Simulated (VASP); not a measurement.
# Ge2Sb2Te5 (P1) in VASP: single point with PBE

Aim: the single point of Ge2Sb2Te5 with PBE.

Everything below comes from runs of VASP 6.6.1. Logs are shortened: lines on timing, memory, paths and dates and some standing lists are left out, and cuts for length are marked.

### 1 The cell of the first run

The typed cell holds 9 atoms: a = 7.384 Å, b = 7.608 Å, c = 9.673 Å, α = 130.28°, β = 129.99°, γ = 48.27°.

### 2 Single point, PBE

Contents of INCAR:

```
PREC = Accurate
ENCUT = 520
EDIFF = 1E-6
ISMEAR = -1
SIGMA = 0.05
LREAL = F
LASPH = T
NELM = 80
ALGO = Normal
ISIF = 2
LWAVE = F
LCHARG = F
GGA = PE
NBANDS = 44
```

Contents of KPOINTS:

```
Automatic mesh
0
Gamma
  4 4 3
```

Contents of POSCAR:

```
Ge2Sb2Te5
1.0
    6.7778158800     -2.9292232800      0.0000000000
    6.9004561200      3.2027887200      0.0000000000
   -6.8309770000     -0.1366195400      6.8476090000
Te Sb Ge
5 2 2
Direct
    0.5947020000      0.5947020000      0.3864330000
    0.7952880000      0.7952880000      0.1961120000
    0.0083240000      0.0083240000      0.0064350000
    0.2065190000      0.2065190000      0.8098030000
    0.3999590000      0.3999590000      0.5971180000
    0.9017080000      0.9017080000      0.5878730000
    0.1118700000      0.1118700000      0.4173520000
    0.2842870000      0.2842870000      0.1878300000
    0.4973430000      0.4973430000      0.0110440000
```

Potentials or basis: VASP PAW PBE potentials, release 64 (Te, Sb, Ge_d).

Run with:

```sh
$ cat potpaw_PBE.64/Te/POTCAR potpaw_PBE.64/Sb/POTCAR potpaw_PBE.64/Ge_d/POTCAR > POTCAR
$ mpirun -np 1 vasp_std > vasp.out
```

OUTCAR:

```text
PREC = Accurate
   ENCUT = 520
   EDIFF = 1E-6
   ISMEAR = -1
   LREAL = F
   LASPH = T
   NELM = 80
   ISIF = 2
   GGA = PE

 ion  position               nearest neighbor table
   1  0.595  0.595  0.386-   9 2.85   7 3.07   7 3.07   6 3.14   8 3.19
   2  0.795  0.795  0.196-   6 2.95   8 3.06   8 3.07   9 3.08   7 3.20
   3  0.008  0.008  0.006-   8 2.82   9 3.06   9 3.08   7 3.14   6 3.19
   4  0.207  0.207  0.810-   9 2.95   8 3.00   7 3.02   6 3.06
   5  0.400  0.400  0.597-   7 2.98   8 3.05   6 3.07   6 3.07   9 3.20
   6  0.902  0.902  0.588-   2 2.95   4 3.06   5 3.07   5 3.07   1 3.14   3 3.19
   7  0.112  0.112  0.417-   5 2.98   4 3.02   1 3.07   1 3.07   3 3.14   2 3.20
   8  0.284  0.284  0.188-   3 2.82   4 3.00   5 3.05   2 3.06   2 3.07   1 3.19
   9  0.497  0.497  0.011-   1 2.85   4 2.95   3 3.06   3 3.08   2 3.08   5 3.20

  LATTYP: Found a triclinic cell.
 ALAT       =     7.5027972996
 B/A-ratio  =     1.2892781857
 C/A-ratio  =     1.2908155965
 COS(alpha) =     0.0010388829
 COS(beta)  =     0.6345206016
 COS(gamma) =     0.6568527038

  Lattice vectors:

 A1 = (   0.0531611200,   3.0658428200,  -6.8476090000)
 A2 = (   6.8309770000,   0.1366195400,  -6.8476090000)
 A3 = (  -6.8472950000,  -0.1369459000,  -6.8476090000)

Analysis of symmetry for initial positions (statically):
=====================================================================
 Subroutine PRICEL returns:
 Original cell was already a primitive cell.

 Routine SETGRP: Setting up the symmetry group for a
 triclinic supercell.

 Subroutine GETGRP returns: Found  1 space group operations
 (whereof  1 operations were pure point group operations)
 out of a pool of  2 trial point group operations.

The static configuration has the point symmetry C_1 .

Analysis of symmetry for dynamics (positions and initial velocities):
=====================================================================
 Subroutine PRICEL returns:
 Original cell was already a primitive cell.

 Routine SETGRP: Setting up the symmetry group for a
 triclinic supercell.

 Subroutine GETGRP returns: Found  1 space group operations
 (whereof  1 operations were pure point group operations)
 out of a pool of  2 trial point group operations.

The dynamic configuration has the point symmetry C_1 .

 Subroutine INISYM returns: Found  1 space group operations
 (whereof  1 operations are pure point group operations),
 and found     1 'primitive' translations

[... 107 lines left out ...]
   NELM   =     80;   NELMIN=  2; NELMDL= -5     # of ELM steps
   EDIFF  = 0.1E-05   stopping-criterion for ELM
   LREAL  =      F    real-space projection
   EDIFFG = 0.1E-04   stopping-criterion for IOM
   NSW    =      0    number of steps for IOM
   IBRION =     -1    ionic relax: 0-MD 1-quasi-New 2-CG
   NFREE  =      0    steps in history (QN), initial steepest desc. (CG)
   ISIF   =      2    stress and relaxation
   ISYM   =      2    0-nonsym 1-usesym 2-fastsym
   POTIM  = 0.5000    time-step for ionic-motion
   TEBEG  =    0.0;   TEEND  =   0.0 temperature during run
   PSTRESS=    0.0 pullay stress
   NELECT =      68.0000    total number of electrons
   NUPDOWN=      -1.0000    fix difference up-down
   EMIN   =  10.00;   EMAX   =-10.00  energy-range for DOS
   EFERMI =   0.00;   METHOD = LEGACY
   ISMEAR =    -1;   SIGMA  =   0.05  broadening in eV -4-tet -1-fermi 0-gaus
   EFERMI_NEDOS =   21; number of points for ismear=-14 and -15
   IALGO  =     38    algorithm
   IMIX   =      4    mixing-type and parameters
     AMIX     =   0.40;   BMIX     =  1.00
     AMIX_MAG =   1.60;   BMIX_MAG =  1.00
  volume/ion in A,a.u.               =      31.90       215.24
  Fermi-wavevector in a.u.,A,eV,Ry     =   1.012950  1.914198 13.960497  1.026068
  Thomas-Fermi vector in A             =   2.146090
   LORBIT       =      0    0 simple, 1 ext, 2 COOP (PROOUT), +10 PAW based schemes
   GGA     = PE    functional components
   LHFCALC =     F    Hartree Fock is set to
   AEXX    =    0.0000 exact exchange contribution
   IVDW    =     0    specifies the selected vdW correction
   LEPSILON=     F    determine dielectric tensor
   LRPA    =     F    only Hartree local field effects (RPA)
 non-spin polarized calculation
  energy-cutoff  :      520.00
  volume of cell :      287.06
 maximum number of plane-waves:      7761
 NGX is ok and might be reduce to    56
   NGX = 27   NGY = 29   NGZ = 35

 number of electron      68.0000005 magnetization

 Free energy of the ion-electron system (eV)
  ---------------------------------------------------
  ext. energy  EPLUGINS =         0.00000000
  ---------------------------------------------------
  free energy    TOTEN  =       -33.57445788 eV

  energy without entropy =      -33.56200226  energy(sigma->0) =      -33.56823007

 E-fermi :   5.2719     XC(G=0):  -9.1339

 val. band max:        5.2673524815   @ k =   0.5000   0.0000  -0.0000
 cond. band min:       5.3630451681   @ k =   0.5000   0.0000  -0.0000
 fundamental gap:      0.0956926867
 Fermi energy:         5.2718552903

 k-point     1 :       0.0000    0.0000    0.0000
  band No.  band energies     occupation
      1     -19.4077      2.00000
      2     -19.4059      2.00000
      3     -19.4013      2.00000
      4     -19.3978      2.00000
      5     -19.3924      2.00000
      6     -19.3885      2.00000
[... 1117 lines left out ...]
     43       8.3889      0.00000
     44       8.4541      0.00000

 [... further k-points ...]
[... 5 lines left out ...]
  --------------------------------------------------------------------------------------
  -------------------------------------------------------------------------------------
  Total       -0.3905874     -0.2104857     -0.2556831     -1.0365709      0.0082007     -0.1747820
  in kB       -2.1800145     -1.1747995     -1.4270629     -5.7854901      0.0457713     -0.9755235
  external PRESSURE =      -1.5939590 kB  Pullay stress =       0.0000000 kB

 VOLUME and BASIS-vectors are now :
 -----------------------------------------------------------------------------
  energy-cutoff  :      520.00
  volume of cell :      287.06
      direct lattice vectors                 reciprocal lattice vectors
     6.777815880 -2.929223280  0.000000000     0.076400783 -0.164606627  0.072931078
     6.900456120  3.202788720  0.000000000     0.069875028  0.161681111  0.072931078
    -6.830977000 -0.136619540  6.847609000     0.000000000  0.000000000  0.146036376

 POSITION                                       TOTAL-FORCE (eV/Angst)
 -----------------------------------------------------------------------------------
      5.49478      0.10990      2.64614         0.029657      0.075837      0.029615
      9.53853      0.19077      1.34290         0.058953     -0.039489     -0.019644
      0.06990      0.00140      0.04406        -0.003277      0.062573     -0.019522
     -2.70692     -0.05414      5.54521         0.044774      0.005616     -0.030649
      1.39185      0.02784      4.08883         0.045685     -0.011792     -0.041489
      8.31806      0.16636      4.02552         0.009848     -0.014204     -0.067261
     -1.32073     -0.02641      2.85786         0.012667      0.000134      0.060098
      2.60549      0.05211      1.28619        -0.146886     -0.031701      0.026858
      6.72735      0.13455      0.07562        -0.051423     -0.046974      0.061994
 -----------------------------------------------------------------------------------
    total drift:                                0.000728      0.000344      0.000014

  FREE ENERGIE OF THE ION-ELECTRON SYSTEM (eV)
  ---------------------------------------------------
  free  energy   TOTEN  =       -33.5744578762 eV

  energy  without entropy=      -33.5620022589  energy(sigma->0) =      -33.56823007
```

Wall time 9.1 min (1 thread of Intel Xeon Platinum 8259CL at 2.50GHz (Skylake/Cascade Lake), shared host); peak memory 0.71 GiB.

What came out:

```
Free energy            : -33.5745 eV
Pressure               : -0.2 GPa
Largest force          : 0.153 eV/Å
Band gap on the k mesh : zero (bands 34 and 35 overlap by 0.05 eV)
```

Forces on the atoms (eV/Å):
```
Te   0.030  0.076  0.030
Te   0.059 -0.039 -0.020
Te  -0.003  0.063 -0.020
Te   0.045  0.006 -0.031
Te   0.046 -0.012 -0.041
Sb   0.010 -0.014 -0.067
Sb   0.013  0.000  0.060
Ge  -0.147 -0.032  0.027
Ge  -0.051 -0.047  0.062
```

Caveat: spin-orbit coupling is left out, which moves the levels of the heavy elements.

The gap in the log of VASP goes by the Fermi energy; the results here count the filled bands.